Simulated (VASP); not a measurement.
P: relaxation of cell and atoms with PBE

The system is P.

```xyz
5
Lattice="3.4575 1.9962 2.0497 -3.4575 1.9962 2.0497 0.0000 -3.9923 2.0497" Properties=species:S:1:pos:R:3 pbc="T T T"
P     0.0000    0.0000    2.0264
P     0.0000    0.0000    4.1228
P     0.7757    1.9962    2.0497
P    -2.1166   -0.3263    2.0497
P     1.3409   -1.6699    2.0497
```

```json
{"Program": "VASP 6.6.1", "Task": "relaxation of cell and atoms", "Functional": "PBE", "Potentials or basis": "VASP PAW PBE potentials, release 64 (P)", "Cutoff": "600 eV", "k mesh": "6 × 6 × 6", "Occupations": "gaussian, width 0.1 eV", "Spin": "no spin polarisation", "Dipole correction": "no", "Further INCAR settings": "ALGO = Normal; EDIFF = 1e-06; IBRION = 2; EDIFFG = -0.04; NSW = 90; ISIF = 3"}
```

```json
{
  "Relaxed volume": "19.26 Å³/atom",
  "Relaxed cell": "a = 5.034 Å, b = 5.034 Å, c = 5.034 Å, α = 109.98°, β = 109.98°, γ = 109.98°",
  "Space group after relaxing (to 0.05 Å)": "R32 (No. 155)",
  "Energy gained by relaxing": "410.3 meV/atom",
  "Ionic steps": "33",
  "Pressure after relaxing": "-0.1 GPa",
  "Largest force after relaxing": "0.017 eV/Å"
}
```

Forces on the atoms (eV/Å):
```
P    0.000  0.000  0.017
P    0.000  0.000 -0.017
P    0.016  0.000  0.000
P   -0.008  0.014  0.000
P   -0.008 -0.014  0.000
```

Stress tensor (GPa, compression positive):
```
-0.29  0.00  0.00
 0.00 -0.29  0.00
 0.00  0.00  0.23
```

Step by step:
```tsv
step	energy change (eV)	largest force (eV/Å)	pressure (GPa)	volume (Å³)
1	0.0000	2.1939	23.41	84.88
2	-0.8958	1.5140	-6.23	119.14
3	-1.3028	0.7653	0.77	104.08
4	-1.4025	0.5494	0.54	106.26
5	-1.4184	0.4035	0.57	107.53
6	-1.4411	0.2825	0.01	109.58
7	-1.4421	0.2543	-0.11	110.10
8	-1.4515	0.1076	-0.45	110.08
9	-1.4515	0.1107	-0.44	110.08
10	-1.4595	0.0726	0.15	109.05
11	-1.4629	0.1850	0.86	107.86
12	-1.4684	0.1808	0.87	107.87
13	-1.4866	0.1720	0.86	107.87
14	-1.5229	0.1537	0.79	107.82
15	-1.6472	0.1837	0.13	107.54
16	-1.8397	0.3061	-2.03	106.21
17	-0.4088	2.1038	-6.58	100.22
18	-1.7982	0.7866	-1.47	105.98
19	-1.8039	0.7802	-2.03	105.63
20	-1.8029	0.7825	-1.72	105.83
21	-1.8083	0.7547	-1.90	105.72
22	-1.8148	0.8120	-2.43	105.38
23	-1.8265	0.7980	-2.37	105.10
24	-1.8603	0.7546	-2.17	104.25
25	-1.9202	0.6582	-1.73	102.57
26	-2.0018	0.6033	-0.53	99.22
27	-1.9446	0.8662	3.28	92.53
28	-2.0138	0.6526	0.88	96.51
29	-2.0368	0.3537	0.37	96.54
30	-2.0498	0.0638	-0.18	96.57
31	-2.0504	0.0456	-0.30	96.57
32	-2.0505	0.0394	-0.34	96.58
33	-2.0515	0.0169	-0.12	96.29
```

Final structure:
```
CELL_PARAMETERS angstrom
4.12320 2.38053 1.63507
-4.12320 2.38053 1.63507
0.00000 -4.76106 1.63507
ATOMIC_POSITIONS crystal
P 0.26742 0.26742 0.26742
P 0.73258 0.73258 0.73258
P 0.55975 0.44025 0.00000
P 0.00000 0.55975 0.44025
P 0.44025 0.00000 0.55975
```

Levels at points of the mesh, in eV from the Fermi level:
```csv
k point,band 11,band 12,band 13,band 14,band 15,band 16
"(0.00, 0.00, 0.00)",-2.46,-0.96,-0.96,1.56,3.02,3.02
"(0.50, 0.00, 0.00)",-1.56,-1.22,-0.76,0.72,1.58,2.30
"(0.50, 0.50, 0.00)",-2.05,-1.54,-0.01,0.81,1.97,2.58
"(0.50, 0.50, 0.50)",-1.26,-0.11,-0.11,0.31,2.22,3.50
```

It took 5.3 min on 1 thread of Intel(R) Xeon(R) Platinum 8481C CPU @ 2.70GHz (Sapphire Rapids), on a shared host, peak memory 0.21 GiB.
